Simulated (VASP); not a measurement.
# SnPPt2 (P6_3/mmc) in VASP: a series of runs

The runs below take SnPPt2 through single point, with PBE+D3(BJ), PBE.

All numbers are computed with VASP 6.6.1; they aren't measurements. Logs are shortened: lines on timing, memory, paths and dates and some standing lists are left out, and cuts for length are marked.

### Step 1. The cell of the first run

It takes space group P6_3/mmc (No. 194, hexagonal). Conventional cell: a = 3.526 Å, b = 3.526 Å, c = 13.175 Å, α = 90.00°, β = 90.00°, γ = 120.00°. Within 3.7 Å of Sn (site symmetry -3m) lie 6 Pt at 2.82 Å and 6 Sn at 3.53 Å. P (site symmetry -6m2) has 6 Pt at 2.44 Å within 3.2 Å. Pt (site symmetry 3m) has 3 P at 2.44 Å and 1 Pt at 2.70 Å and 3 Sn at 2.82 Å within 3.2 Å.

### Step 2. Single point, PBE+D3(BJ)

The input, INCAR:

```
PREC     = Accurate       # precision mode
ENCUT    = 520            # plane-wave cutoff, eV
EDIFF    = 1E-6           # SCF threshold, eV
ISMEAR   = -1             # smearing method
SIGMA    = 0.1269         # smearing width, eV
LREAL    = False          # projectors in reciprocal space
LASPH    = True           # aspherical terms in the spheres
NELM     = 80             # most SCF steps
ALGO     = Normal         # electronic algorithm
ISIF     = 2              # what is computed and relaxed
LWAVE    = False          # write WAVECAR
LCHARG   = True           # write CHGCAR
GGA      = PE             # functional
IVDW     = 12             # dispersion correction
LELF     = True           # ELF
LVHAR    = True         
NBANDS   = 49             # bands
```

The input, KPOINTS:

```
Automatic mesh
0
Gamma
  5 5 2
```

The input, POSCAR:

```
SnPPt2
1.0
    1.7630571135      3.0537044972      0.0000000000
   -1.7630571135      3.0537044972      0.0000000000
    0.0000000000      0.0000000000     13.1753120067
Sn P Pt
2 2 4
Direct
    0.0000000000      0.0000000000      0.0000000000
    0.0000000000      0.0000000000      0.5000000000
    0.3333333333      0.3333333333      0.2500000000
    0.6666666667      0.6666666667      0.7500000000
    0.3333333333      0.3333333333      0.6475981454
    0.6666666667      0.6666666667      0.1475981454
    0.3333333333      0.3333333333      0.8524018546
    0.6666666667      0.6666666667      0.3524018546
```

Potentials or basis: VASP PAW PBE potentials, release 64 (Sn_d, P, Pt).

Run with:

```console
$ cat potpaw_PBE.64/Sn_d/POTCAR potpaw_PBE.64/P/POTCAR potpaw_PBE.64/Pt/POTCAR > POTCAR
$ mpirun -np 1 vasp_std > vasp.out
```

OUTCAR:

```text
PREC = Accurate
   ENCUT = 520
   EDIFF = 1E-6
   ISMEAR = -1
   LREAL = False
   LASPH = True
   NELM = 80
   ISIF = 2
   GGA = PE
   IVDW = 12
 IVDW          = 12

 ion  position               nearest neighbor table
   1  0.000  0.000  0.000-   6 2.82   7 2.82   6 2.82   6 2.82   7 2.82   7 2.82
   2  0.000  0.000  0.500-   5 2.82   8 2.82   8 2.82   8 2.82   5 2.82   5 2.82
   3  0.333  0.333  0.250-   6 2.44   8 2.44   6 2.44   8 2.44   6 2.44   8 2.44
   4  0.667  0.667  0.750-   5 2.44   7 2.44   5 2.44   7 2.44   5 2.44   7 2.44
   5  0.333  0.333  0.648-   4 2.44   4 2.44   4 2.44   7 2.70   2 2.82   2 2.82   2 2.82
   6  0.667  0.667  0.148-   3 2.44   3 2.44   3 2.44   8 2.70   1 2.82   1 2.82   1 2.82
   7  0.333  0.333  0.852-   4 2.44   4 2.44   4 2.44   5 2.70   1 2.82   1 2.82   1 2.82
   8  0.667  0.667  0.352-   3 2.44   3 2.44   3 2.44   6 2.70   2 2.82   2 2.82   2 2.82

  LATTYP: Found a hexagonal cell.
 ALAT       =     3.5261142270
 C/A-ratio  =     3.7364960857

  Lattice vectors:

 A1 = (   1.7630571135,  -3.0537044972,   0.0000000000)
 A2 = (   1.7630571135,   3.0537044972,   0.0000000000)
 A3 = (   0.0000000000,   0.0000000000,  13.1753120067)

Analysis of symmetry for initial positions (statically):
=====================================================================
 Subroutine PRICEL returns:
 Original cell was already a primitive cell.

 Routine SETGRP: Setting up the symmetry group for a
 hexagonal supercell.

 Subroutine GETGRP returns: Found 24 space group operations
 (whereof 12 operations were pure point group operations)
 out of a pool of 24 trial point group operations.

The static configuration has the point symmetry D_3d.
 The point group associated with its full space group is D_6h.

Analysis of symmetry for dynamics (positions and initial velocities):
=====================================================================
 Subroutine PRICEL returns:
 Original cell was already a primitive cell.

 Routine SETGRP: Setting up the symmetry group for a
 hexagonal supercell.

 Subroutine GETGRP returns: Found 24 space group operations
 (whereof 12 operations were pure point group operations)
 out of a pool of 24 trial point group operations.

The dynamic configuration has the point symmetry D_3d.
 The point group associated with its full space group is D_6h.

 Subroutine INISYM returns: Found 24 space group operations
 (whereof 12 operations are pure point group operations),
 and found     1 'primitive' translations

----------------------------------------------------------------------------------------

                                     Primitive cell
[... 97 lines left out ...]
   TEBEG  =    0.0;   TEEND  =   0.0 temperature during run
   PSTRESS=    0.0 pullay stress
   NELECT =      78.0000    total number of electrons
   NUPDOWN=      -1.0000    fix difference up-down
   EMIN   =  10.00;   EMAX   =-10.00  energy-range for DOS
   EFERMI =   0.00;   METHOD = LEGACY
   ISMEAR =    -1;   SIGMA  =   0.13  broadening in eV -4-tet -1-fermi 0-gaus
   EFERMI_NEDOS =   21; number of points for ismear=-14 and -15
   IALGO  =     38    algorithm
   IMIX   =      4    mixing-type and parameters
     AMIX     =   0.40;   BMIX     =  1.00
     AMIX_MAG =   1.60;   BMIX_MAG =  1.00
  volume/ion in A,a.u.               =      17.73       119.67
  Fermi-wavevector in a.u.,A,eV,Ry     =   1.341153  2.534411 24.472675  1.798691
  Thomas-Fermi vector in A             =   2.469409
   LORBIT       =      0    0 simple, 1 ext, 2 COOP (PROOUT), +10 PAW based schemes
   GGA     = PE    functional components
   LHFCALC =     F    Hartree Fock is set to
   AEXX    =    0.0000 exact exchange contribution
   IVDW    =    12    specifies the selected vdW correction
   LEPSILON=     F    determine dielectric tensor
   LRPA    =     F    only Hartree local field effects (RPA)
 non-spin polarized calculation
  energy-cutoff  :      520.00
  volume of cell :      141.87
 maximum number of plane-waves:      3876
 NGX is ok and might be reduce to    28
   NGX = 13   NGY = 13   NGZ = 49

 number of electron      77.9999999 magnetization

 Free energy of the ion-electron system (eV)
  ---------------------------------------------------
  ext. energy  EPLUGINS =         0.00000000
  ---------------------------------------------------
  free energy    TOTEN  =       -45.26605318 eV

  energy without entropy =      -44.98801915  energy(sigma->0) =      -45.12703617

 E-fermi :  10.1225     XC(G=0): -11.8940

 val. band max:       10.1034057914   @ k =  -0.4000   0.2000   0.5000
 cond. band min:      10.1779612846   @ k =   0.0000   0.0000   0.0000
 fundamental gap:      0.0745554932
 Fermi energy:        10.1225334456

 k-point     1 :       0.0000    0.0000    0.0000
  band No.  band energies     occupation
      1     -11.4559      2.00000
      2     -11.4559      2.00000
      3     -11.4558      2.00000
      4     -11.4558      2.00000
      5     -11.4074      2.00000
      6     -11.4071      2.00000
[... 509 lines left out ...]
     48      14.3144      0.00000
     49      15.7900      0.00000

------------------------ aborting loop because EDIFF is reached ----------------------------------------

 Edisp (eV)   -4.62523

 E8    (eV) :    -2.0781

  FORCE on cell =-STRESS in cart. coord.  units (eV):
  Direction    XX          YY          ZZ          XY          YZ          ZX
  --------------------------------------------------------------------------------------
  -------------------------------------------------------------------------------------
  Total      -0.10254    -0.10254    -0.15440     0.00000     0.00000     0.00000
  in kB      -1.15807    -1.15807    -1.74371     0.00000     0.00000     0.00000
  external pressure =       -1.35 kB  Pullay stress =        0.00 kB

 VOLUME and BASIS-vectors are now :
 -----------------------------------------------------------------------------
  energy-cutoff  :      520.00
  volume of cell :      141.87
      direct lattice vectors                 reciprocal lattice vectors
     1.763057113  3.053704497  0.000000000     0.283598300  0.163735555  0.000000000
    -1.763057113  3.053704497  0.000000000    -0.283598300  0.163735555  0.000000000
     0.000000000  0.000000000 13.175312007     0.000000000  0.000000000  0.075899531

 POSITION                                       TOTAL-FORCE (eV/Angst)
 -----------------------------------------------------------------------------------
      0.00000      0.00000      0.00000         0.000000      0.000000      0.000000
      0.00000      0.00000      6.58766         0.000000      0.000000      0.000000
      0.00000      2.03580      3.29383         0.000000     -0.000000      0.000000
      0.00000      4.07161      9.88148        -0.000000      0.000000      0.000000
      0.00000      2.03580      8.53231         0.000000     -0.000000      0.002697
      0.00000      4.07161      1.94465        -0.000000      0.000000      0.002697
      0.00000      2.03580     11.23066        -0.000000     -0.000000     -0.002697
      0.00000      4.07161      4.64300        -0.000000      0.000000     -0.002697
 -----------------------------------------------------------------------------------
    total drift:                               -0.000000     -0.000000      0.000000

  FREE ENERGIE OF THE ION-ELECTRON SYSTEM (eV)
  ---------------------------------------------------
  free  energy   TOTEN  =       -49.8912865012 eV

  energy  without entropy=      -49.6132524751  energy(sigma->0) =      -49.75226949
```

OSZICAR:

```text
N       E                     dE             d eps       ncg     rms          rms(c)
DAV:   1     0.837587973197E+03    0.83759E+03   -0.35005E+04  1110   0.207E+03
DAV:   2     0.829729625502E+02   -0.75462E+03   -0.71714E+03  1028   0.621E+02
DAV:   3    -0.391048767893E+02   -0.12208E+03   -0.11413E+03  1104   0.178E+02
DAV:   4    -0.467753869780E+02   -0.76705E+01   -0.75167E+01  1200   0.482E+01
DAV:   5    -0.470414734784E+02   -0.26609E+00   -0.26558E+00  1192   0.918E+00    0.233E+01
DAV:   6    -0.454964020761E+02    0.15451E+01   -0.78960E+00  1131   0.141E+01    0.124E+01
DAV:   7    -0.453367204845E+02    0.15968E+00   -0.11420E+00  1140   0.720E+00    0.523E+00
DAV:   8    -0.452672806005E+02    0.69440E-01   -0.18820E-01  1153   0.242E+00    0.747E-01
DAV:   9    -0.452660546152E+02    0.12260E-02   -0.18993E-02  1291   0.759E-01    0.355E-01
DAV:  10    -0.452661644252E+02   -0.10981E-03   -0.37456E-03  1193   0.410E-01    0.101E-01
DAV:  11    -0.452660703805E+02    0.94045E-04   -0.42933E-04  1107   0.128E-01    0.327E-02
DAV:  12    -0.452660568386E+02    0.13542E-04   -0.47331E-05  1374   0.569E-02    0.205E-02
DAV:  13    -0.452660530544E+02    0.37842E-05   -0.46112E-06  1000   0.127E-02    0.525E-03
DAV:  14    -0.452660531798E+02   -0.12543E-06   -0.28185E-07   644   0.318E-03
   1 F= -.49891287E+02 E0= -.49752269E+02  d E =-.278034E+00
```

Run time: 74 s. Hardware: 1 thread of AMD EPYC 7R13 (Zen 3), shared host; peak memory 0.26 GiB.

What came out:

```
Free energy                : -49.8913 eV
Pressure                   : -0.1 GPa
Band gap on the k mesh     : zero (band 39 reaches 12.30 eV, above the bottom of band 40 at 9.03 eV)
Dispersion energy per atom : -0.578 eV
```

Forces in eV/Å, atoms in the order of the input:
```
Sn   0.000  0.000  0.000
Sn   0.000  0.000  0.000
P    0.000  0.000  0.000
P    0.000  0.000  0.000
Pt   0.000  0.000  0.003
Pt   0.000  0.000  0.003
Pt   0.000  0.000 -0.003
Pt   0.000  0.000 -0.003
```

Levels at points of the mesh, in eV from the Fermi level:
| k point | band 35 | band 36 | band 37 | band 38 | band 39 | band 40 | band 41 | band 42 | band 43 | band 44 |
| --- | --- | --- | --- | --- | --- | --- | --- | --- | --- | --- |
| (0.00, 0.00, 0.00) | -2.84 | -2.47 | 0.06 | 0.95 | 1.93 | 1.93 | 2.46 | 2.46 | 3.36 | 4.86 |
| (0.00, 0.00, 0.50) | -2.84 | -2.84 | 0.35 | 0.35 | 2.18 | 2.18 | 2.18 | 2.18 | 4.24 | 4.24 |

Caveat: the k points lie up to 0.41 Å⁻¹ apart; spin-orbit coupling is left out, which moves the levels of the heavy elements; pairwise dispersion overbinds metals, which lowers pressure and volume.

### Step 3. Single point, PBE

This run uses another cell than the first one, of 18.40 Å³/atom, 1.038 times its volume.

The input, INCAR:

```
SYSTEM = SnPPt2
ALGO = Normal
EDIFF = 1E-6
ENCUT = 520
GGA = PE
ISIF = 2
ISMEAR = -1
LASPH = .TRUE.
LCHARG = .FALSE.
LREAL = .FALSE.
LWAVE = .FALSE.
NBANDS = 49
NELM = 100
PREC = Accurate
SIGMA = 0.1269
```

The input, KPOINTS:

```
k-points
0
G
  5 5 2
  0 0 0
```

The input, POSCAR:

```
SnPPt2
1.0
    1.7873887791      3.0958481783      0.0000000000
   -1.7873887791      3.0958481783      0.0000000000
    0.0000000000      0.0000000000     13.3011125074
Sn P Pt
2 2 4
Direct
    0.0000000000      0.0000000000      0.0000000000
    0.0000000000      0.0000000000      0.5000000000
    0.3333333333      0.3333333333      0.2500000000
    0.6666666667      0.6666666667      0.7500000000
    0.3333333333      0.3333333333      0.6482940403
    0.6666666667      0.6666666667      0.1482940403
    0.3333333333      0.3333333333      0.8517059597
    0.6666666667      0.6666666667      0.3517059597
```

Potentials or basis: VASP PAW PBE potentials, release 64 (Sn_d, P, Pt).

Run with:

```console
$ cat potpaw_PBE.64/Sn_d/POTCAR potpaw_PBE.64/P/POTCAR potpaw_PBE.64/Pt/POTCAR > POTCAR
$ mpirun -np 1 vasp_std > vasp.out
```

Run time: 80 s. Hardware: 1 thread of AMD EPYC 7R13 (Zen 3), shared host; peak memory 0.26 GiB.

The run converged. Its results:

- Free energy: -45.3491 eV
- Pressure: -0.1 GPa
- Largest force: 0.004 eV/Å
- Band gap on the k mesh: zero (band 39 reaches 11.67 eV, above the bottom of band 40 at 8.48 eV)

Forces in eV/Å, atoms in the order of the input:
```
Sn   0.000  0.000  0.000
Sn   0.000  0.000  0.000
P    0.000  0.000  0.000
P    0.000  0.000  0.000
Pt   0.000  0.000  0.004
Pt   0.000  0.000  0.004
Pt   0.000  0.000 -0.004
Pt   0.000  0.000 -0.004
```

Levels at points of the mesh, in eV from the Fermi level:
```
           k point  band 35  band 36  band 37  band 38  band 39  band 40  band 41  band 42  band 43  band 44
(0.00, 0.00, 0.00)    -2.68    -2.32     0.12     1.03     1.90     1.90     2.39     2.39     3.16     4.77
(0.00, 0.00, 0.50)    -2.68    -2.68     0.42     0.42     2.14     2.14     2.14     2.14     4.10     4.10
```

Caveat: the k points lie up to 0.41 Å⁻¹ apart; spin-orbit coupling is left out, which moves the levels of the heavy elements.

### Step 4. Single point, PBE

This run uses another cell than the first one, of 18.40 Å³/atom, 1.038 times its volume.

The input, INCAR:

```
  ALGO = Normal
  EDIFF = 1E-7
  ENCUT = 520
  GGA = PE
  ISIF = 2
  ISMEAR = -1
  LASPH = T
  LCHARG = T
  LELF = T
  LREAL = F
  LVHAR = T
  LWAVE = F
  NBANDS = 49
  NELM = 100
  PREC = Accurate
  SIGMA = 0.1269
```

The input, KPOINTS:

```
k-points
0
Gamma
  5 5 2
```

The input, POSCAR:

```
SnPPt2
1.0
    1.7873892381      3.0958489733      0.0000000000
   -1.7873892381      3.0958489733      0.0000000000
    0.0000000000      0.0000000000     13.3011058457
Sn P Pt
2 2 4
Direct
    0.0000000000      0.0000000000      0.0000000000
    0.0000000000      0.0000000000      0.5000000000
    0.3333333333      0.3333333333      0.2500000000
    0.6666666667      0.6666666667      0.7500000000
    0.3333333333      0.3333333333      0.6482940062
    0.6666666667      0.6666666667      0.1482940062
    0.3333333333      0.3333333333      0.8517059938
    0.6666666667      0.6666666667      0.3517059938
```

Run with:

```console
$ cat potpaw_PBE.64/Sn_d/POTCAR potpaw_PBE.64/P/POTCAR potpaw_PBE.64/Pt/POTCAR > POTCAR
$ mpirun -np 1 vasp_std > vasp.out
```

Run time: 2.2 min. Hardware: 1 thread of AMD EPYC 7R13 (Zen 3), shared host; peak memory 0.25 GiB.

It converged, with:

```yaml
Free_energy: -45.3491 eV
Pressure: -0.1 GPa
Largest_force: 0.004 eV/Å
Band_gap_on_the_k_mesh: zero (band 39 reaches 11.67 eV, above the bottom of band 40 at 8.48 eV)
```

Forces on the atoms (eV/Å):
```
Sn   0.000  0.000  0.000
Sn   0.000  0.000  0.000
P    0.000  0.000  0.000
P    0.000  0.000  0.000
Pt   0.000  0.000  0.004
Pt   0.000  0.000  0.004
Pt   0.000  0.000 -0.004
Pt   0.000  0.000 -0.004
```

Levels at points of the mesh, in eV from the Fermi level:
| k point | band 36 | band 37 | band 38 | band 39 | band 40 | band 41 | band 42 | band 43 |
| --- | --- | --- | --- | --- | --- | --- | --- | --- |
| (0.00, 0.00, 0.00) | -2.32 | 0.12 | 1.03 | 1.90 | 1.90 | 2.39 | 2.39 | 3.16 |
| (0.00, 0.00, 0.50) | -2.68 | 0.42 | 0.42 | 2.14 | 2.14 | 2.14 | 2.14 | 4.10 |

Caveat: the k points lie up to 0.41 Å⁻¹ apart; spin-orbit coupling is left out, which moves the levels of the heavy elements.
